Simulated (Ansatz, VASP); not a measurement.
**NaCl: VASP beside Ansatz**

Contents of POSCAR:

```
NaCl
1.0
    0.1023986814      2.8210165420      2.8210165420
    2.8210165420      0.1023986814      2.8210165420
    2.8210165420      2.8210165420      0.1023986814
Na Cl
1 1
Direct
    0.0000000000      0.0000000000      0.0000000000
    0.5000000000      0.5000000000      0.5000000000
```

Contents of INCAR.step1:

```
PREC = Accurate
ENCUT = 520
ISMEAR = 0
SIGMA = 0.01
LREAL = False
LASPH = True
NELM = 100
NBANDS = 14
GGA = PE
ALGO = Normal
EDIFF = 1E-4
LWAVE = True
LCHARG = False
```

Contents of INCAR.step2:

```
PREC = Accurate
ENCUT = 520
EDIFF = 1E-6
ISMEAR = 0
SIGMA = 0.01
LREAL = False
LASPH = True
NELM = 100
ALGO = Normal
ISIF = 2
LWAVE = False
LCHARG = False
METAGGA = R2SCAN
LMIXTAU = True
NBANDS = 14
ISTART = 1
```

KPOINTS

```
regular mesh
0
Gamma
  8 8 8
```

Input for Ansatz:

```yaml
crystal:
  lattice:
    - [0.1023986814, 2.821016542, 2.821016542]
    - [2.821016542, 0.1023986814, 2.821016542]
    - [2.821016542, 2.821016542, 0.1023986814]
  atoms:
    - { symbol: Na, position: [0.0, 0.0, 0.0] }
    - { symbol: Cl, position: [0.5, 0.5, 0.5] }
kpoints:
  mp_grid: { grid: [8, 8, 8] }
  band_path:
    path:
      - [0.0, 0.0, 0.0]
      - [0.5, 0.0, 0.5]
      - [0.625, 0.25, 0.625]
      - [0.375, 0.375, 0.75]
      - [0.5, 0.5, 0.5]
      - [0.5, 0.25, 0.75]
    npoints: 1
hamiltonian:
  xc: r2scan
scf:
  occupations: { method: fixed }
  n_extra_bands: 4
output:
  forces: true
  stress: true
  eigenvalues: true
```

Change from the starting cell: epitaxial_111 strain -3.0%.

Alike in both runs: task single point; functional r2SCAN; k mesh 8 × 8 × 8; no spin polarisation.

|  | VASP | Ansatz |
| --- | --- | --- |
| version | VASP 6.6.1 | Ansatz 0.2.0 |
| potentials or method | VASP PAW PBE potentials, release 64 (Na_pv, Cl) | plane waves, PAW |
| plane-wave cutoff (eV) | 520 | 500 |
| occupations | gaussian, width 0.01 eV | fixed |
| valence electrons in the cell | 14 | 16 |

Ansatz gave:

```
gap on the k mesh at the Fermi level (eV)                     : 6.03
pressure (GPa)                                                : 1.1
traceless stress, the component that is largest in VASP (GPa) : -0.56
```

What did VASP give for the same quantities?

gap on the k mesh at the Fermi level (eV): 6.05; pressure (GPa): 0.9; traceless stress, the component that is largest in VASP (GPa): -0.58.

VASP's potentials were made for PBE, not for r2SCAN. VASP's potentials hold 14 valence electrons a cell and Ansatz's 16, so a difference there can come from the potentials and not from the codes.
